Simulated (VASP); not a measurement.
# Si4Ru (P-43m) in VASP: a series of runs, part 2 of 2

VASP 6.6.1. The steps go on from the part before.

## (4) Single point, PBE, collinear spin, ferromagnetic start

This run uses another cell than the first one, of 17.37 Å³/atom, 0.954 times its volume.

File INCAR:

```
SYSTEM = Si4Ru
PREC = Accurate ; ENCUT = 520
EDIFF = 1E-7 ; ISMEAR = 0
SIGMA = 0.1 ; LREAL = .FALSE.
LASPH = .TRUE. ; NELM = 150
ALGO = Normal ; ISIF = 2
LWAVE = .FALSE. ; LCHARG = .FALSE.
ISPIN = 2 ; MAGMOM = 0 0 0 0 1
LORBIT = 11 ; LMAXMIX = 4
GGA = PE ; NBANDS = 27
```

File KPOINTS:

```
regular mesh
0
G
  4 4 4
  0 0 0
```

File POSCAR:

```
Si4Ru
1.0
    4.4282670801      0.0000000000      0.0000000000
    0.0000000000      4.4282670801      0.0000000000
    0.0000000000      0.0000000000      4.4282670801
Si Ru
4 1
Direct
    0.2972824348      0.7027175652      0.7027175652
    0.7027175652      0.2972824348      0.7027175652
    0.7027175652      0.7027175652      0.2972824348
    0.2972824348      0.2972824348      0.2972824348
    0.0000000000      0.0000000000      0.0000000000
```

Potentials or basis: VASP PAW PBE potentials, release 64 (Si, Ru_pv).

On the command line:

```console
cat potpaw_PBE.64/Si/POTCAR potpaw_PBE.64/Ru_pv/POTCAR > POTCAR
mpirun -np 1 vasp_std > vasp.out
```

OUTCAR:

```text
SYSTEM = Si4Ru
   PREC = Accurate
   ENCUT = 520
   EDIFF = 1E-7
   ISMEAR = 0
   LREAL = .FALSE.
   LASPH = .TRUE.
   NELM = 150
   ISIF = 2
   ISPIN = 2
   LORBIT = 11
   GGA = PE

 ion  position               nearest neighbor table
   1  0.297  0.703  0.703-   5 2.28   3 2.54   4 2.54   2 2.54
   2  0.703  0.297  0.703-   5 2.28   3 2.54   4 2.54   1 2.54
   3  0.703  0.703  0.297-   5 2.28   2 2.54   4 2.54   1 2.54
   4  0.297  0.297  0.297-   5 2.28   2 2.54   3 2.54   1 2.54
   5  0.000  0.000  0.000-   1 2.28   2 2.28   3 2.28   4 2.28

  LATTYP: Found a simple cubic cell.
 ALAT       =     4.4282670801

  Lattice vectors:

 A1 = (   4.4282670801,   0.0000000000,   0.0000000000)
 A2 = (   0.0000000000,   4.4282670801,   0.0000000000)
 A3 = (   0.0000000000,   0.0000000000,   4.4282670801)

Analysis of symmetry for initial positions (statically):
=====================================================================
 Subroutine PRICEL returns:
 Original cell was already a primitive cell.

 Routine SETGRP: Setting up the symmetry group for a
 simple cubic supercell.

 Subroutine GETGRP returns: Found 24 space group operations
 (whereof 24 operations were pure point group operations)
 out of a pool of 48 trial point group operations.

The static configuration has the point symmetry T_d .

Analysis of symmetry for dynamics (positions and initial velocities):
=====================================================================
 Subroutine PRICEL returns:
 Original cell was already a primitive cell.

 Routine SETGRP: Setting up the symmetry group for a
 simple cubic supercell.

 Subroutine GETGRP returns: Found 24 space group operations
 (whereof 24 operations were pure point group operations)
 out of a pool of 48 trial point group operations.

The dynamic configuration has the point symmetry T_d .

[... 153 lines left out ...]

 E-fermi :   7.8469     XC(G=0): -10.7150

 val. band max:        7.8332195760   @ k =   0.5000   0.2500   0.0000
 cond. band min:       7.8814153077   @ k =   0.2500   0.0000   0.0000
 fundamental gap:      0.0481957317
 Fermi energy:         7.8468572733

 spin component 1

 k-point     1 :       0.0000    0.0000    0.0000
  band No.  band energies     occupation
      1     -34.1986      1.00000
      2     -34.1986      1.00000
      3     -34.1986      1.00000
      4      -4.5337      1.00000
      5       2.3425      1.00000
      6       2.3425      1.00000
[... 289 lines left out ...]
     26      16.9677      0.00000
     27      16.9677      0.00000
 Fermi energy:         7.8468572733

 spin component 2

 k-point     1 :       0.0000    0.0000    0.0000
  band No.  band energies     occupation
      1     -34.1986      1.00000
      2     -34.1986      1.00000
      3     -34.1986      1.00000
      4      -4.5337      1.00000
      5       2.3425      1.00000
      6       2.3425      1.00000
[... 289 lines left out ...]
     26      16.9676      0.00000
     27      16.9676      0.00000

------------------------ aborting loop because EDIFF is reached ----------------------------------------

  FORCE on cell =-STRESS in cart. coord.  units (eV):
  Direction    XX          YY          ZZ          XY          YZ          ZX
  --------------------------------------------------------------------------------------
  -------------------------------------------------------------------------------------
  Total       -0.0659397     -0.0659397     -0.0659397      0.0000000      0.0000000      0.0000000
  in kB       -1.2166240     -1.2166240     -1.2166240      0.0000000      0.0000000      0.0000000
  external PRESSURE =      -1.2166240 kB  Pullay stress =       0.0000000 kB

 VOLUME and BASIS-vectors are now :
 -----------------------------------------------------------------------------
  energy-cutoff  :      520.00
  volume of cell :       86.84
      direct lattice vectors                 reciprocal lattice vectors
     4.428267080  0.000000000  0.000000000     0.225821971  0.000000000  0.000000000
     0.000000000  4.428267080  0.000000000     0.000000000  0.225821971  0.000000000
     0.000000000  0.000000000  4.428267080     0.000000000  0.000000000  0.225821971

 POSITION                                       TOTAL-FORCE (eV/Angst)
 -----------------------------------------------------------------------------------
      1.31645      3.11182      3.11182         0.003393     -0.003393     -0.003393
      3.11182      1.31645      3.11182        -0.003393      0.003393     -0.003393
      3.11182      3.11182      1.31645        -0.003393     -0.003393      0.003393
      1.31645      1.31645      1.31645         0.003393      0.003393      0.003393
      0.00000      0.00000      0.00000         0.000000     -0.000000     -0.000000
 -----------------------------------------------------------------------------------
    total drift:                                0.000000      0.000000     -0.000000

  FREE ENERGIE OF THE ION-ELECTRON SYSTEM (eV)
  ---------------------------------------------------
  free  energy   TOTEN  =       -28.4197340382 eV

  energy  without entropy=      -28.3956002016  energy(sigma->0) =      -28.40766712

 total charge

# of ion       s       p       d       tot
------------------------------------------
    1        0.852   0.724   0.000   1.576
    2        0.852   0.724   0.000   1.576
    3        0.852   0.724   0.000   1.576
    4        0.852   0.724   0.000   1.576
    5        0.398   6.209   6.345  12.952
--------------------------------------------------
tot          3.804   9.106   6.345  19.255

 magnetization (x)

# of ion       s       p       d       tot
------------------------------------------
    1       -0.000  -0.000   0.000  -0.000
    2       -0.000  -0.000   0.000  -0.000
    3       -0.000  -0.000   0.000  -0.000
    4       -0.000  -0.000   0.000  -0.000
    5       -0.000  -0.000   0.000   0.000
--------------------------------------------------
tot         -0.000  -0.000   0.000  -0.000
```

stdout:

```text
POSCAR found type information on POSCAR SiRu
 POSCAR found :  2 types and       5 ions
 scaLAPACK will be used
 LDA part: xc-table for (Slater+PW92), standard interpolation
 POSCAR, INCAR and KPOINTS ok, starting setup
 FFT: planning ... GRIDC
 FFT: planning ... GRID_SOFT
 FFT: planning ... GRID
 WAVECAR not read
 entering main loop
```

Wall time 25 s (1 thread of AMD EPYC 9R45 (Zen 5), shared host); peak memory 0.22 GiB.

What came out:

| Item | Value |
| --- | --- |
| Free energy | -28.4197 eV |
| Pressure | -0.1 GPa |
| Largest force | 0.006 eV/Å |
| Band gap on the k mesh | zero (filled and empty bands overlap) |
| Net moment | 0.00 μB per cell |
| Valence electrons inside the program's atomic spheres | Si 1.58; Ru 12.95 |

Forces in eV/Å, atoms in the order of the input:
```
Si   0.003 -0.003 -0.003
Si  -0.003  0.003 -0.003
Si  -0.003 -0.003  0.003
Si   0.003  0.003  0.003
Ru   0.000  0.000  0.000
```

Levels at points of the mesh, in eV from the Fermi level:
Spin up:
| k point | band 11 | band 12 | band 13 | band 14 | band 15 | band 16 | band 17 | band 18 | band 19 | band 20 |
| --- | --- | --- | --- | --- | --- | --- | --- | --- | --- | --- |
| (0.00, 0.00, 0.00) | -2.33 | -2.33 | -2.33 | -0.24 | -0.24 | 1.90 | 1.90 | 1.90 | 2.46 | 2.46 |
| (0.50, 0.00, 0.00) | -2.27 | -2.06 | -1.63 | -1.63 | -1.02 | -0.67 | -0.67 | 2.99 | 3.29 | 4.44 |
| (0.50, 0.50, 0.00) | -3.06 | -1.59 | -1.44 | -0.56 | 0.07 | 0.07 | 1.65 | 2.27 | 2.27 | 3.50 |
| (0.50, 0.50, 0.50) | -3.75 | -1.38 | -1.38 | -1.29 | -1.29 | -1.29 | 4.24 | 4.24 | 5.83 | 5.83 |
Spin down:
| k point | band 11 | band 12 | band 13 | band 14 | band 15 | band 16 | band 17 | band 18 | band 19 | band 20 |
| --- | --- | --- | --- | --- | --- | --- | --- | --- | --- | --- |
| (0.00, 0.00, 0.00) | -2.33 | -2.33 | -2.33 | -0.24 | -0.24 | 1.90 | 1.90 | 1.90 | 2.46 | 2.46 |
| (0.50, 0.00, 0.00) | -2.27 | -2.06 | -1.63 | -1.63 | -1.02 | -0.67 | -0.67 | 2.99 | 3.29 | 4.44 |
| (0.50, 0.50, 0.00) | -3.06 | -1.59 | -1.44 | -0.56 | 0.07 | 0.07 | 1.65 | 2.27 | 2.27 | 3.50 |
| (0.50, 0.50, 0.50) | -3.75 | -1.38 | -1.38 | -1.29 | -1.29 | -1.29 | 4.24 | 4.24 | 5.83 | 5.83 |

## (5) Summary

```tsv
task	spin	cell	k mesh	cutoff (eV)	gap on the mesh (eV)	pressure (GPa)	largest force (eV/Å)
relaxation of cell and atoms	off	relaxed from a = 4.498 Å, 5 atoms	4 × 4 × 4	600	none	-0.3	0.02
single point	off	a = 4.401 Å, 5 atoms	8 × 8 × 8	520	none	0.0	0.01
single point	collinear, ferromagnetic start	a = 4.428 Å, 5 atoms	4 × 4 × 4	520	none	-0.1	0.01
```

Alike in all rows: level PBE; potentials or basis VASP PAW PBE potentials, release 64 (Si, Ru_pv); smearing gaussian 0.1 eV.

Absolute energies hang on the potentials; compare differences alone.
